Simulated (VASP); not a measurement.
# I (Im-3m) in VASP: a series of runs, part 2 of 2

VASP 6.6.1. The steps go on from the part before.

## Step 4: Single point, PBE (volume scaled by 0.55)

INCAR

```
SYSTEM = I
PREC     = Accurate       ! precision mode
ENCUT    = 520            ! plane-wave cutoff, eV
EDIFF    = 1E-7           ! SCF threshold, eV
ISMEAR   = -1             ! smearing method
SIGMA    = 0.1            ! smearing width, eV
LREAL    = .False.        ! projectors in reciprocal space
LASPH    = .True.         ! aspherical terms in the spheres
NELM     = 80             ! most SCF steps
ALGO     = Normal         ! electronic algorithm
ISIF     = 2              ! what is computed and relaxed
LWAVE    = .False.        ! write WAVECAR
LCHARG   = .False.        ! write CHGCAR
GGA      = PE             ! functional
NBANDS   = 10             ! bands
```

KPOINTS

```
regular mesh
0
Gamma
  13 13 13
  0 0 0
```

POSCAR

```
I
1.0
   -1.7066097399      1.7066097399      1.7066097399
    1.7066097399     -1.7066097399      1.7066097399
    1.7066097399      1.7066097399     -1.7066097399
I
1
Direct
    0.0000000000      0.0000000000      0.0000000000
```

Potentials or basis: VASP PAW PBE potentials, release 64 (I).

The run is started by

```console
cat potpaw_PBE.64/I/POTCAR > POTCAR
mpirun -np 1 vasp_std > vasp.out
```

OUTCAR:

```text
SYSTEM = I
   PREC = Accurate
   ENCUT = 520
   EDIFF = 1E-7
   ISMEAR = -1
   LREAL = .False.
   LASPH = .True.
   NELM = 80
   ISIF = 2
   GGA = PE

 ion  position               nearest neighbor table
   1  0.000  0.000  0.000-

  LATTYP: Found a body centered cubic cell.
 ALAT       =     3.4132194798

  Lattice vectors:

 A1 = (  -1.7066097399,   1.7066097399,   1.7066097399)
 A2 = (   1.7066097399,  -1.7066097399,   1.7066097399)
[... 482 lines left out ...]
      1      -2.4257      2.00000
      2       8.2564      2.00000
      3      12.2103      2.00000
      4      13.8613      1.88855
      5      21.7385      0.00000
      6      22.0334      0.00000
      7      25.9898      0.00000
      8      27.1054      0.00000
      9      28.7789      0.00000
     10      30.6458      0.00000

 [... further k-points ...]
[... 5 lines left out ...]
  --------------------------------------------------------------------------------------
  -------------------------------------------------------------------------------------
  Total        7.8239228      7.8239228      7.8239228      0.0000000      0.0000000      0.0000000
  in kB      630.4817073    630.4817073    630.4817073      0.0000000      0.0000000      0.0000000
  external PRESSURE =     630.4817073 kB  Pullay stress =       0.0000000 kB

 VOLUME and BASIS-vectors are now :
 -----------------------------------------------------------------------------
  energy-cutoff  :      520.00
  volume of cell :       19.88
      direct lattice vectors                 reciprocal lattice vectors
    -1.706609740  1.706609740  1.706609740     0.000000000  0.292978522  0.292978522
     1.706609740 -1.706609740  1.706609740     0.292978522  0.000000000  0.292978522
     1.706609740  1.706609740 -1.706609740     0.292978522  0.292978522  0.000000000

 POSITION                                       TOTAL-FORCE (eV/Angst)
 -----------------------------------------------------------------------------------
      0.00000      0.00000      0.00000         0.000000      0.000000      0.000000
 -----------------------------------------------------------------------------------
    total drift:                                0.000000      0.000000     -0.000000

  FREE ENERGIE OF THE ION-ELECTRON SYSTEM (eV)
  ---------------------------------------------------
  free  energy   TOTEN  =         0.6781193321 eV

  energy  without entropy=        0.6967018058  energy(sigma->0) =        0.68741057
```

OSZICAR:

```text
N       E                     dE             d eps       ncg     rms          rms(c)
DAV:   1     0.211049159213E+02    0.21105E+02   -0.28937E+03  1680   0.537E+02
DAV:   2     0.125347982275E+01   -0.19851E+02   -0.19033E+02  2268   0.932E+01
DAV:   3     0.676122640756E+00   -0.57736E+00   -0.56198E+00  2154   0.145E+01
DAV:   4     0.673077143678E+00   -0.30455E-02   -0.30447E-02  2102   0.126E+00
DAV:   5     0.673054700545E+00   -0.22443E-04   -0.22443E-04  2098   0.923E-02    0.149E+01
DAV:   6     0.676902203082E+00    0.38475E-02   -0.21886E-03  2026   0.239E-01    0.893E+00
DAV:   7     0.678084924340E+00    0.11827E-02   -0.36823E-03  2028   0.321E-01    0.189E-01
DAV:   8     0.678121632390E+00    0.36708E-04   -0.14604E-04  1924   0.706E-02    0.422E-02
DAV:   9     0.678119870289E+00   -0.17621E-05   -0.71293E-06  2176   0.159E-02    0.152E-02
DAV:  10     0.678119327105E+00   -0.54318E-06   -0.68453E-07  1924   0.454E-03    0.842E-03
DAV:  11     0.678119332112E+00    0.50066E-08   -0.68398E-08  1378   0.193E-03
   1 F= 0.67811933E+00 E0= 0.68741057E+00  d E =-.185825E-01
```

stdout:

```text
POSCAR found type information on POSCAR I
 POSCAR found :  1 types and       1 ions
 scaLAPACK will be used
 LDA part: xc-table for (Slater+PW92), standard interpolation
 POSCAR, INCAR and KPOINTS ok, starting setup
 FFT: planning ... GRIDC
 FFT: planning ... GRID_SOFT
 FFT: planning ... GRID
 WAVECAR not read
 entering main loop
```

Run time: 8.5 s. Hardware: 1 thread of AMD EPYC 9R45 (Zen 5), shared host; peak memory 0.12 GiB.

What came out:

* Free energy: 0.6781 eV
* Pressure: 63.0 GPa

Caveat: spin-orbit coupling is left out, which moves the levels of the heavy elements; an odd number of electrons without spin polarisation forces a metal; a magnetic or distorted state may lie lower.

## Step 5: Single point, PBE (volume scaled by 0.55)

INCAR

```
PREC = Accurate ; ENCUT = 520
EDIFF = 1E-7 ; ISMEAR = -1
SIGMA = 0.1 ; LREAL = F
LASPH = T ; NELM = 100
ALGO = Normal ; ISIF = 2
LWAVE = F ; LCHARG = F
GGA = PE ; NBANDS = 10
```

KPOINTS

```
Automatic mesh
0
Gamma
  13 13 13
```

POSCAR is that of step 4.

The run is started by

```console
cat potpaw_PBE.64/I/POTCAR > POTCAR
mpirun -np 1 vasp_std > vasp.out
```

Wall time 8.3 s (1 thread of AMD EPYC 9R45 (Zen 5), shared host); peak memory 0.12 GiB.

It converged, with:

```yaml
Free_energy: 0.6781 eV
Pressure: 63.0 GPa
```

Levels at points of the mesh, in eV from the Fermi level:
| k point | band 2 | band 3 | band 4 | band 5 | band 6 | band 7 |
| --- | --- | --- | --- | --- | --- | --- |
| (0.00, 0.00, 0.00) | 2.71 | 2.71 | 2.71 | 9.74 | 9.74 | 9.74 |

Caveat: spin-orbit coupling is left out, which moves the levels of the heavy elements; an odd number of electrons without spin polarisation forces a metal; a magnetic or distorted state may lie lower.

## Step 6: Single point, PBE (volume scaled by 0.65)

INCAR

```
PREC = Accurate ; ENCUT = 520
EDIFF = 1E-6 ; ISMEAR = -1
SIGMA = 0.1 ; LREAL = False
LASPH = True ; NELM = 80
ALGO = Normal ; ISIF = 2
LWAVE = False ; LCHARG = False
GGA = PE ; NBANDS = 10
```

KPOINTS is that of step 5.

POSCAR

```
I
1.0
   -1.8043375014      1.8043375014      1.8043375014
    1.8043375014     -1.8043375014      1.8043375014
    1.8043375014      1.8043375014     -1.8043375014
I
1
Direct
    0.0000000000      0.0000000000      0.0000000000
```

Potentials or basis: VASP PAW PBE potentials, release 64 (I).

The run is started by

```console
cat potpaw_PBE.64/I/POTCAR > POTCAR
mpirun -np 1 vasp_std > vasp.out
```

Run time: 7.8 s. Hardware: 1 thread of AMD EPYC 9R45 (Zen 5), shared host; peak memory 0.12 GiB.

Results (log left out):

```
Free energy : -0.3245 eV
Pressure    : 29.9 GPa
```

Levels at points of the mesh, in eV from the Fermi level:
```
           k point  band 1  band 2  band 3  band 4  band 5  band 6  band 7  band 8  band 9
(0.00, 0.00, 0.00)  -17.08    1.93    1.93    1.93    9.70    9.70    9.70   10.40   11.92
```

Caveat: spin-orbit coupling is left out, which moves the levels of the heavy elements; an odd number of electrons without spin polarisation forces a metal; a magnetic or distorted state may lie lower.

## Step 7: Overview

```tsv
cell	gap on the mesh (eV)	pressure (GPa)
a = 2.658 Å, angles 109.5°, 1 atom	none	200.0
a = 2.956 Å, angles 109.5°, 1 atom	none	63.0
a = 3.125 Å, angles 109.5°, 1 atom	none	29.9
```

Alike in all rows: task single point; level PBE; potentials or basis VASP PAW PBE potentials, release 64 (I); no spin polarisation; k mesh 13 × 13 × 13; cutoff (eV) 520; smearing fermi-dirac 0.1 eV.

Caveats: spin-orbit coupling is left out, which moves the levels of the heavy elements; an odd number of electrons without spin polarisation forces a metal; a magnetic or distorted state may lie lower.

Absolute energies hang on the potentials; compare differences alone.
